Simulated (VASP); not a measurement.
# Li: density of states with RPBE

Li:

```
Li
1.0
    -1.75465    1.75465    1.75465
     1.75465   -1.75465    1.75465
     1.75465    1.75465   -1.75465
Li
1
Direct
  0.00000 0.00000 0.00000
```

```yaml
Program: VASP 6.6.1
Task: density of states
Functional: RPBE
Potentials_or_basis: VASP PAW PBE potentials, release 64 (Li_sv)
Cutoff: 520 eV
k_mesh: 6 × 6 × 6
Occupations: fermi-dirac, width 0.05 eV
Spin: no spin polarisation
Dipole_correction: no
k_mesh_for_the_DOS: 9 × 9 × 9
Occupations_for_the_DOS: tetrahedron
Further_INCAR_settings: ALGO = Normal; EDIFF = 1e-06; NBANDS = 8
```

| Property | Result |
| --- | --- |
| Valence electrons inside the program's atomic spheres | Li 2.06 |

Levels at points of the mesh, in eV from the Fermi level:
| k point | band 1 | band 2 | band 3 | band 4 | band 5 | band 6 |
| --- | --- | --- | --- | --- | --- | --- |
| (0.00, 0.00, 0.00) | -46.88 | -3.53 | 14.14 | 14.14 | 14.14 | 18.54 |

It took 4.3 s on 1 thread of Intel Xeon 6975P-C, with other jobs on the host, peak memory 0.13 GiB.

Caveat: the k points lie up to 0.42 Å⁻¹ apart.
